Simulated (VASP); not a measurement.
**NaIr: single point with PBE**

NaIr, a sheet with vacuum:

```xyz
2
Lattice="4.4581 0.0000 0.0000 0.0000 4.4581 0.0000 0.0000 0.0000 14.0000" Properties=species:S:1:pos:R:3 pbc="T T T"
Na    0.0000    0.0000    7.0000
Ir    2.2290    2.2290    7.0000
```

- Program: VASP 6.6.1
- Task: single point
- Functional: PBE
- Potentials or basis: VASP PAW PBE potentials, release 64 (Na_pv, Ir)
- Cutoff: 520 eV
- k mesh: 4 × 4 × 1
- Occupations: gaussian, width 0.1 eV
- Spin: no spin polarisation
- Dipole correction: yes
- Further INCAR settings: ALGO = Normal; EDIFF = 1e-06; NBANDS = 15

* Band gap on the k mesh: zero (band 8 reaches -3.62 eV, above the bottom of band 9 at -3.76 eV)

Levels at points of the mesh, in eV from the Fermi level:
```
           k point  band 5  band 6  band 7  band 8  band 9  band 10  band 11  band 12
(0.00, 0.00, 0.00)   -0.65   -0.17   -0.11   -0.02   -0.02     2.50     4.48     5.83
(0.50, 0.00, 0.00)   -0.31   -0.27   -0.05    0.01    0.12     1.34     4.02     5.44
(0.50, 0.50, 0.00)   -0.22   -0.22   -0.01    0.09    0.29     2.65     2.65     5.49
```

It took 40 s on 1 thread of Intel(R) Xeon(R) Platinum 8259CL CPU @ 2.50GHz (Skylake/Cascade Lake), with other jobs on the host, peak memory 0.38 GiB.

Caveat: spin-orbit coupling is left out, which moves the levels of the heavy elements.
